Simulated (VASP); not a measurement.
Crystal: C.

```
C
1.0
     0.00000    1.91807    1.85847
     1.52077    0.00000    1.85847
     1.52077    1.91807    0.00000
C
2
Direct
  0.50000 0.50000 0.50000
  0.75000 0.75000 0.75000
```

This cell differs from its parent crystal: strain +e along x and -e along y -0.1125, strain +e along z and -e/2 along x and y +0.0525.

Base run:

```yaml
Program: VASP 6.6.1
Functional: LDA
Potentials_or_basis: VASP PAW LDA potentials, release 64 (C)
Cutoff: 520 eV
k_mesh: 12 × 12 × 12
Occupations: gaussian, width 0.05 eV
Spin: no spin polarisation
```

Its results: band gap on the k mesh zero (band 4 reaches 12.26 eV, above the bottom of band 5 at 11.30 eV); pressure 9.3 GPa.

Task: The run is repeated on the same cell with these changes: potentials or basis from VASP PAW LDA potentials, release 64 (C) to VASP PAW LDA potentials, release 64 (C_h); cutoff from 520 eV to 910 eV; further incar settings from ALGO = Normal; EDIFF = 1e-07; NBANDS = 11 to ALGO = Normal; EDIFF = 1e-06; NBANDS = 11. What comes out?

Result: Band gap on the k mesh zero (band 4 reaches 13.45 eV, above the bottom of band 5 at 12.50 eV); pressure 8.4 GPa.

Caveats: the cutoff is under 1.25 times the usual one of these potentials, so pressure, stress and relaxed cells hold a basis-set (Pulay) error (some runs).
